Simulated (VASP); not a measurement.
# Tl (C2/c) in VASP: single point with PBEsol

Aim: the single point of Tl with PBEsol.

Everything below comes from runs of VASP 6.6.1. Logs are shortened: lines on timing, memory, paths and dates and some standing lists are left out, and cuts for length are marked.

## 1. The cell of the first run

Symmetry: C2/c, No. 15, monoclinic system. Conventional cell: a = 3.263 Å, b = 11.333 Å, c = 3.445 Å, α = 90.00°, β = 116.07°, γ = 90.00°. Tl (site symmetry 2) has 14 Tl at 3.26 to 4.11 Å within 4.3 Å.

## 2. Single point, PBEsol

INCAR reads:

```
SYSTEM = Tl
PREC = Accurate
ENCUT = 500
EDIFF = 1E-6
ISMEAR = -1
SIGMA = 0.1
LREAL = .False.
LASPH = .True.
NELM = 120
ALGO = Normal
ISIF = 2
LWAVE = .False.
LCHARG = .False.
GGA = PS
NBANDS = 20
GGA_COMPAT = .False.
KPAR = 4
```

KPOINTS reads:

```
regular mesh
0
Gamma
  19 19 17
  0 0 0
```

POSCAR reads:

```
Tl
1.0
   -4.0254687684      3.9884839562      1.6311031647
    3.9884839562     -4.0254687684      1.6311031647
    2.2078807022      2.2078807022     -1.6988409161
Tl
2
Direct
    0.9987959184      0.0012040816      0.0000000000
    0.7512040816      0.2487959184      0.5000000000
```

Potentials or basis: VASP PAW PBE potentials, release 64 (Tl_d).

Launch:

```
cat potpaw_PBE.64/Tl_d/POTCAR > POTCAR
mpirun -np 4 vasp_std > vasp.out
```

OUTCAR:

```text
SYSTEM = Tl
   PREC = Accurate
   ENCUT = 500
   EDIFF = 1E-6
   ISMEAR = -1
   LREAL = .False.
   LASPH = .True.
   NELM = 120
   ISIF = 2
   GGA = PS

 ion  position               nearest neighbor table
   1  0.999  0.001  0.000-   2 3.32   2 3.32   2 3.34   2 3.34   2 4.00   2 4.00   2 4.11   2 4.11

   2  0.751  0.249  0.500-   1 3.32   1 3.32   1 3.34   1 3.34   1 4.00   1 4.00   1 4.11   1 4.11

  Warning from LATTYP: Got some problem with cell dimensions!
  Tried to take original basis but could not verify dimensions!
  LATTYP: Found a base centered monoclinic cell.
 ALAT       =     3.2626256126
 B/A-ratio  =     3.4737177896
 C/A-ratio  =     1.0559720790
 COS(beta)  =    -0.4394311239

  Lattice vectors:

 A1 = (   4.0254687684,  -3.9884839562,  -1.6311031647)
 A2 = (  -3.9884839562,   4.0254687684,  -1.6311031647)
 A3 = (   2.1708958900,   2.1708958900,   1.5633654133)

Analysis of symmetry for initial positions (statically):
=====================================================================
 Subroutine PRICEL returns:
 Original cell was already a primitive cell.

 Routine SETGRP: Setting up the symmetry group for a
 base centered monoclinic supercell.

 Subroutine GETGRP returns: Found  4 space group operations
 (whereof  2 operations were pure point group operations)
 out of a pool of  4 trial point group operations.

The static configuration has the point symmetry C_2 .
 The point group associated with its full space group is C_2h.

Analysis of symmetry for dynamics (positions and initial velocities):
=====================================================================
 Subroutine PRICEL returns:
 Original cell was already a primitive cell.

 Routine SETGRP: Setting up the symmetry group for a
 base centered monoclinic supercell.

 Subroutine GETGRP returns: Found  4 space group operations
 (whereof  2 operations were pure point group operations)
 out of a pool of  4 trial point group operations.

The dynamic configuration has the point symmetry C_2 .
 The point group associated with its full space group is C_2h.

 Subroutine INISYM returns: Found  4 space group operations
 (whereof  2 operations are pure point group operations),
 and found     1 'primitive' translations

----------------------------------------------------------------------------------------

                                     Primitive cell

  volume of cell :      57.2175

  direct lattice vectors                    reciprocal lattice vectors
    -4.025468768  3.988483956  1.631103165     0.056579747  0.181362116  0.309238636
     3.988483956 -4.025468768  1.631103165     0.181362116  0.056579747  0.309238636
     2.207880702  2.207880702 -1.698840916     0.228454426  0.228454426  0.005180141

  length of vectors
     5.896855146  5.896855146  3.554649750     0.362935282  0.362935282  0.323124872

  position of ions in fractional coordinates (direct lattice)
     0.998795918  0.001204082  0.000000000
     0.751204082  0.248795918  0.500000000

  ion indices of the primitive-cell ions
   primitive index   ion index
                 1           1
                 2           2

----------------------------------------------------------------------------------------

 KPOINTS: regular mesh

Automatic generation of k-mesh.
 Grid dimensions read from file:
 generate k-points for:   19   19   17

 Generating k-lattice:

  Cartesian coordinates                     Fractional coordinates (reciprocal lattice)
     0.002977881  0.009545375  0.016275718     0.052631579 -0.000000000  0.000000000
     0.009545375  0.002977881  0.016275718    -0.000000000  0.052631579  0.000000000
     0.013438496  0.013438496  0.000304714    -0.000000000 -0.000000000  0.058823529

  Length of vectors
     0.019101857  0.019101857  0.019007345

  Shift w.r.t. Gamma in fractional coordinates (k-lattice)
     0.000000000  0.000000000  0.000000000

 Subroutine IBZKPT returns following result:
 ===========================================

 Found   1620 irreducible k-points:

 Following reciprocal coordinates:
            Coordinates               Weight
  0.000000  0.000000  0.000000      1.000000
  0.052632 -0.000000  0.000000      4.000000
  0.105263 -0.000000  0.000000      4.000000
  0.157895  0.000000  0.000000      4.000000
  0.210526  0.000000  0.000000      4.000000
  0.263158  0.000000 -0.000000      4.000000
[... 16 lines left out ...]
 -0.315789  0.052632  0.000000      4.000000
 -0.263158  0.052632  0.000000      4.000000
 [... further k-points ...]
   k-points           NKPTS =   1620   k-points in BZ     NKDIM =   1620   number of bands    NBANDS=     20
   number of dos      NEDOS =    301   number of ions     NIONS =      2
   total plane-waves  NPLWV =  64512
   dimension x,y,z NGX =    48 NGY =   48 NGZ =   28
   dimension x,y,z NGXF=    96 NGYF=   96 NGZF=   56
   ions per type =               2
   NGX,Y,Z   is equivalent  to a cutoff of  13.53, 13.53, 13.10 a.u.
   NGXF,Y,Z  is equivalent  to a cutoff of  27.06, 27.06, 26.19 a.u.
 SYSTEM =  Tl
   PREC   = accura    normal or accurate (medium, high low for compatibility)
   ISTART =      0    job   : 0-new  1-cont  2-samecut
   ICHARG =      2    charge: 1-file 2-atom 10-const
   ISPIN  =      1    spin polarized calculation?
   LNONCOLLINEAR =      F non collinear calculations
   LSORBIT =      F    spin-orbit coupling
   LASPH  =      T    aspherical Exc in radial PAW
   ENCUT  =  500.0 eV  36.75 Ry    6.06 a.u.  10.75 10.75  6.48*2*pi/ulx,y,z
   NELM   =    120;   NELMIN=  2; NELMDL= -5     # of ELM steps
   EDIFF  = 0.1E-05   stopping-criterion for ELM
   LREAL  =      F    real-space projection
   EDIFFG = 0.1E-04   stopping-criterion for IOM
   NSW    =      0    number of steps for IOM
   IBRION =     -1    ionic relax: 0-MD 1-quasi-New 2-CG
   NFREE  =      0    steps in history (QN), initial steepest desc. (CG)
   ISIF   =      2    stress and relaxation
   ISYM   =      2    0-nonsym 1-usesym 2-fastsym
   POTIM  = 0.5000    time-step for ionic-motion
   TEBEG  =    0.0;   TEEND  =   0.0 temperature during run
   PSTRESS=    0.0 pullay stress
   NELECT =      26.0000    total number of electrons
   NUPDOWN=      -1.0000    fix difference up-down
   EMIN   =  10.00;   EMAX   =-10.00  energy-range for DOS
   EFERMI =   0.00;   METHOD = LEGACY
   ISMEAR =    -1;   SIGMA  =   0.10  broadening in eV -4-tet -1-fermi 0-gaus
   EFERMI_NEDOS =   21; number of points for ismear=-14 and -15
   IALGO  =     38    algorithm
   IMIX   =      4    mixing-type and parameters
     AMIX     =   0.40;   BMIX     =  1.00
     AMIX_MAG =   1.60;   BMIX_MAG =  1.00
  volume/ion in A,a.u.               =      28.61       193.06
  Fermi-wavevector in a.u.,A,eV,Ry     =   1.258606  2.378420 21.552834  1.584089
  Thomas-Fermi vector in A             =   2.392207
   LORBIT       =      0    0 simple, 1 ext, 2 COOP (PROOUT), +10 PAW based schemes
   GGA     = PS    functional components
   LHFCALC =     F    Hartree Fock is set to
   AEXX    =    0.0000 exact exchange contribution
   IVDW    =     0    specifies the selected vdW correction
   LEPSILON=     F    determine dielectric tensor
   LRPA    =     F    only Hartree local field effects (RPA)
 non-spin polarized calculation
  energy-cutoff  :      500.00
  volume of cell :       57.22
 maximum number of plane-waves:      1473
 NGX is ok and might be reduce to    48
   NGX = 21   NGY = 21   NGZ = 13

 number of electron      25.9999999 magnetization

 Free energy of the ion-electron system (eV)
  ---------------------------------------------------
  ext. energy  EPLUGINS =         0.00000000
  ---------------------------------------------------
  free energy    TOTEN  =        -5.22769932 eV

  energy without entropy =       -5.19101961  energy(sigma->0) =       -5.20935947

 E-fermi :   6.3517     XC(G=0): -10.3598

 val. band max:        6.3493586282   @ k =  -0.0526  -0.2105   0.4706
 cond. band min:       6.3532569917   @ k =   0.4211   0.1579   0.2353
 fundamental gap:      0.0038983636
 Fermi energy:         6.3516970282

 k-point     1 :       0.0000    0.0000    0.0000
  band No.  band energies     occupation
      1      -5.3799      2.00000
      2      -5.3717      2.00000
      3      -5.3009      2.00000
      4      -5.1036      2.00000
      5      -5.1019      2.00000
      6      -4.9816      2.00000
[... 12 lines left out ...]
     19      17.5326      0.00000
     20      18.4393      0.00000

 k-point     2 :       0.0526   -0.0000    0.0000
  band No.  band energies     occupation
      1      -5.3662      2.00000
      2      -5.3575      2.00000
      3      -5.2838      2.00000
      4      -5.1031      2.00000
      5      -5.0923      2.00000
      6      -4.9892      2.00000
[... 12 lines left out ...]
     19      17.6764      0.00000
     20      17.8038      0.00000

 k-point     3 :       0.1053   -0.0000    0.0000
  band No.  band energies     occupation
      1      -5.3322      2.00000
      2      -5.3193      2.00000
      3      -5.2342      2.00000
      4      -5.1008      2.00000
      5      -5.0645      2.00000
      6      -5.0077      2.00000
[... 12 lines left out ...]
     19      16.9598      0.00000
     20      17.7099      0.00000

 k-point     4 :       0.1579    0.0000    0.0000
  band No.  band energies     occupation
      1      -5.2976      2.00000
      2      -5.2700      2.00000
      3      -5.1670      2.00000
      4      -5.0956      2.00000
      5      -5.0390      2.00000
      6      -5.0235      2.00000
[... 429 lines left out ...]
 k-point    23 :      -0.3158    0.0526    0.0000
  band No.  band energies     occupation
      1      -5.3109      2.00000
      2      -5.2189      2.00000
      3      -5.2051      2.00000
      4      -5.1340      2.00000
      5      -5.0250      2.00000
      6      -4.9177      2.00000
[... 12 lines left out ...]
     19      16.1089      0.00000
     20      16.6585      0.00000

 k-point    24 :      -0.2632    0.0526    0.0000
  band No.  band energies     occupation
      1      -5.2868      2.00000
      2      -5.2319      2.00000
      3      -5.1556      2.00000
      4      -5.1055      2.00000
      5      -5.0228      2.00000
      6      -4.9862      2.00000
[... 12 lines left out ...]
     19      16.2355      0.00000
     20      16.8790      0.00000

 [... further k-points ...]

------------------------ aborting loop because EDIFF is reached ----------------------------------------

  FORCE on cell =-STRESS in cart. coord.  units (eV):
  Direction    XX          YY          ZZ          XY          YZ          ZX
  --------------------------------------------------------------------------------------
  -------------------------------------------------------------------------------------
  Total       -0.0631514     -0.0631514      0.1002133     -0.0325139      0.0178737      0.0178737
  in kB       -1.7683377     -1.7683377      2.8061263     -0.9104391      0.5004907      0.5004906
  external PRESSURE =      -0.2435164 kB  Pullay stress =       0.0000000 kB

 VOLUME and BASIS-vectors are now :
 -----------------------------------------------------------------------------
  energy-cutoff  :      500.00
  volume of cell :       57.22
      direct lattice vectors                 reciprocal lattice vectors
    -4.025468768  3.988483956  1.631103165     0.056579747  0.181362116  0.309238636
     3.988483956 -4.025468768  1.631103165     0.181362116  0.056579747  0.309238636
     2.207880702  2.207880702 -1.698840916     0.228454426  0.228454426  0.005180141

 POSITION                                       TOTAL-FORCE (eV/Angst)
 -----------------------------------------------------------------------------------
     -4.01582      3.97883      1.63110        -0.017147      0.017147      0.000000
     -0.92769      3.09859      0.78168         0.017147     -0.017147     -0.000000
 -----------------------------------------------------------------------------------
    total drift:                               -0.000000      0.000000     -0.000000

  FREE ENERGIE OF THE ION-ELECTRON SYSTEM (eV)
  ---------------------------------------------------
  free  energy   TOTEN  =        -5.2276993226 eV

  energy  without entropy=       -5.1910196116  energy(sigma->0) =       -5.20935947
```

It took 7 min on 4 MPI ranks of Intel Xeon Platinum 8488C (Sapphire Rapids), shared host; peak memory 1.4 GiB.

What came out:

| Item | Value |
| --- | --- |
| Free energy | -5.2277 eV |
| Pressure | 0.0 GPa |
| Largest force | 0.024 eV/Å |
| Band gap on the k mesh | zero (bands 13 and 14 overlap by 5.99 eV) |

Forces in eV/Å, atoms in the order of the input:
```
Tl  -0.017  0.017  0.000
Tl   0.017 -0.017  0.000
```

Caveat: the PAW data sets were made with another functional, which shifts forces and pressure a little; spin-orbit coupling is left out, which moves the levels of the heavy elements.
